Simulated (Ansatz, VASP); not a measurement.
Te: VASP beside Ansatz

Contents of INCAR:

```
SYSTEM = Te
ALGO     = Normal         ! electronic algorithm
EDIFF    = 1E-7           ! SCF threshold, eV
ENCUT    = 520            ! plane-wave cutoff, eV
GGA      = PS             ! functional
ISIF     = 2              ! what is computed and relaxed
ISMEAR   = 0              ! smearing method
LASPH    = .TRUE.         ! aspherical terms in the spheres
LCHARG   = .FALSE.        ! write CHGCAR
LREAL    = .FALSE.        ! projectors in reciprocal space
LWAVE    = .FALSE.        ! write WAVECAR
NBANDS   = 9              ! bands
NELM     = 100            ! most SCF steps
PREC     = Accurate       ! precision mode
SIGMA    = 0.15           ! smearing width, eV
```

Contents of KPOINTS:

```
k-points
0
G
  15 15 15
  0 0 0
```

POSCAR

```
Te
1.0
    2.1515729123      1.2422112001      1.8404554692
   -2.1515729123      1.2422112001      1.8404554692
    0.0000000000     -2.4844224002      1.8404554692
Te
1
Direct
    0.5000000000      0.5000000000      0.5000000000
```

Input for Ansatz:

```yaml
crystal:
  lattice:
    - [2.1515729123, 1.2422112001, 1.8404554692]
    - [-2.1515729123, 1.2422112001, 1.8404554692]
    - [0.0, -2.4844224002, 1.8404554692]
  atoms:
    - { symbol: Te, position: [0.5, 0.5, 0.5] }
basis:
  ecutwfc: 420
kpoints:
  mp_grid: { grid: [15, 15, 15] }
hamiltonian:
  xc: pbesol
  pseudopotentials: { kind: paw }
scf:
  occupations: { method: gaussian, width: 0.15 }
output:
  forces: true
  stress: true
  eigenvalues: true
  write_density: true
  write_potential: true
  elf: true
  volumetric_format: npy
```

Alike in both runs: task single point; functional PBEsol; k mesh 15 × 15 × 15; occupations gaussian, width 0.15 eV; no spin polarisation.

|  | VASP | Ansatz |
| --- | --- | --- |
| version | VASP 6.6.1 | Ansatz 0.2.0 |
| potentials or method | VASP PAW PBE potentials, release 64 (Te), cutoff 520 eV | scalar-relativistic, plane waves, PAW |
| valence electrons in the cell | 6 | 16 |

|  | VASP | Ansatz | Ansatz less VASP |
| --- | --- | --- | --- |
| gap on the k mesh at the Fermi level (eV) | none | none | - |
| pressure (GPa) | 3.7 | 3.6 | -0.08 |
| traceless stress, the component that is largest in VASP (GPa) | 0.15 | 0.14 | -0.009 |

VASP's potentials were made for PBE, not for PBEsol. A gap of «none» marks a metal or a gap that the smearing closes. VASP's potentials hold 6 valence electrons a cell and Ansatz's 16, so a difference there can come from the potentials and not from the codes.

Neither program's run includes spin-orbit coupling.
